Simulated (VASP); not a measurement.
Set up this calculation in VASP 6.6.1, as the native input.

```yaml
Task: single point
Functional: LDA
Potentials_or_basis: VASP PAW LDA potentials, release 64 (Nb_sv, Zn)
Cutoff: 520 eV
k_mesh: 10 × 10 × 10
Occupations: gaussian, width 0.1 eV
Spin: no spin polarisation
Dipole_correction: no
Further_INCAR_settings: ALGO = Normal; EDIFF = 1e-07; NBANDS = 32
```

The structure of NbZn3 lies in POSCAR:

```
NbZn3
1.0
    3.8372367469      0.0000000000      0.0000000000
    0.0000000000      3.8372367469      0.0000000000
    0.0000000000      0.0000000000      3.8372367469
Nb Zn
1 3
Direct
    0.0000000000      0.0000000000      0.0000000000
    0.0000000000      0.5000000000      0.5000000000
    0.5000000000      0.0000000000      0.5000000000
    0.5000000000      0.5000000000      0.0000000000
```

The input as run:

INCAR

```
SYSTEM = NbZn3
  ALGO = Normal
  EDIFF = 1E-7
  ENCUT = 520
  GGA = CA
  ISIF = 2
  ISMEAR = 0
  LASPH = .TRUE.
  LCHARG = .FALSE.
  LREAL = .FALSE.
  LWAVE = .FALSE.
  NBANDS = 32
  NELM = 60
  PREC = Accurate
  SIGMA = 0.1
```

KPOINTS

```
k-points
0
G
  10 10 10
  0 0 0
```

Potentials or basis: VASP PAW LDA potentials, release 64 (Nb_sv, Zn).

The run is started by

```console
$ cat potpaw_LDA.64/Nb_sv/POTCAR potpaw_LDA.64/Zn/POTCAR > POTCAR
$ mpirun -np 1 vasp_std > vasp.out
```

It gave:

- Pressure: 0.6 GPa
- Band gap on the k mesh: zero (an odd number of electrons rules out a gap without spin polarisation)

Run time: 48 s on 1 thread of Oxide Virtual Turin-like Processor, with other jobs on the host, peak memory 0.18 GiB.
